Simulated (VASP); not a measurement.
W, 1 atom in the cell. It takes space group Im-3m (No. 229, cubic). Conventional cell: a = 3.450 Å, b = 3.450 Å, c = 3.450 Å, α = 90.00°, β = 90.00°, γ = 90.00°. W (site symmetry m-3m) has 14 W at 2.99 to 3.45 Å within 3.9 Å.  This cell differs from its parent crystal: strain +0.080 along x and y, +0.080 along z.

* Program: VASP 6.6.1
* Task: single point
* Functional: PBE
* Potentials or basis: VASP PAW PBE potentials, release 64 (W_sv)
* Cutoff: 520 eV
* k mesh: 20 × 20 × 20
* Occupations: gaussian, width 0.15 eV
* Spin: no spin polarisation
* Dipole correction: no
* Further INCAR settings: ALGO = Normal; EDIFF = 1e-06; NBANDS = 13

Potentials or basis: VASP PAW PBE potentials, release 64 (W_sv).

Command:

```console
$ cat potpaw_PBE.64/W_sv/POTCAR > POTCAR
$ mpirun -np 1 vasp_std > vasp.out
```

Hardware: 1 thread of AMD EPYC 9R45 96-Core Processor (Zen 5) (shared host).

Q: Estimate the wall time of this run.

A: Run time: 30 s on 1 thread of AMD EPYC 9R45 96-Core Processor (Zen 5) (shared host), peak memory 0.16 GiB. Counts: scf iterations 11, k points 256.
